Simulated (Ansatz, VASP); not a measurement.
## Zr4AgSe3 in VASP and in Ansatz

```xyz
8
Lattice="3.5005 0.0000 0.0000 -1.7502 3.0315 0.0000 0.0000 0.0000 15.5371" Properties=species:S:1:pos:R:3 pbc="T T T"
Zr    0.0000    2.0210    2.1885
Zr    0.0000    2.0210    9.6337
Zr    0.0000    2.0210    5.9034
Zr    0.0000    2.0210   13.3486
Ag    0.0000    0.0000    0.0000
Se    0.0000    0.0000    7.7685
Se    1.7502    1.0105    4.0210
Se    1.7502    1.0105   11.5161
```

Change from the starting cell: species swapped into the Mn4Sb3As type (P-6m2, No. 187).

Alike in both runs: functional PBE; k mesh 5 × 5 × 2; occupations gaussian, width 0.2 eV; no spin polarisation.

Ansatz relaxed the structure, and its values are those at the end. VASP's run is a single point on that final structure, the one shown.

|  | VASP | Ansatz |
| --- | --- | --- |
| version | VASP 6.6.1 | Ansatz 0.2.0 |
| potentials or method | VASP PAW PBE potentials, release 64 (Zr_sv, Ag, Se), cutoff 520 eV | scalar-relativistic, plane waves, PAW |
| valence electrons in the cell | 77 | 115 |

Ansatz gave:

| Quantity | Value |
| --- | --- |
| gap on the k mesh at the Fermi level (eV) | none |
| pressure (GPa) | 0.1 |

Question: What did VASP give for the same quantities?

Answer: gap on the k mesh at the Fermi level (eV): none; pressure (GPa): 0.2.

A gap of «none» marks a metal or a gap that the smearing closes. VASP's potentials hold 77 valence electrons a cell and Ansatz's 115, so a difference there can come from the potentials and not from the codes.

The k mesh is coarse, so the values compare programs but aren't converged.
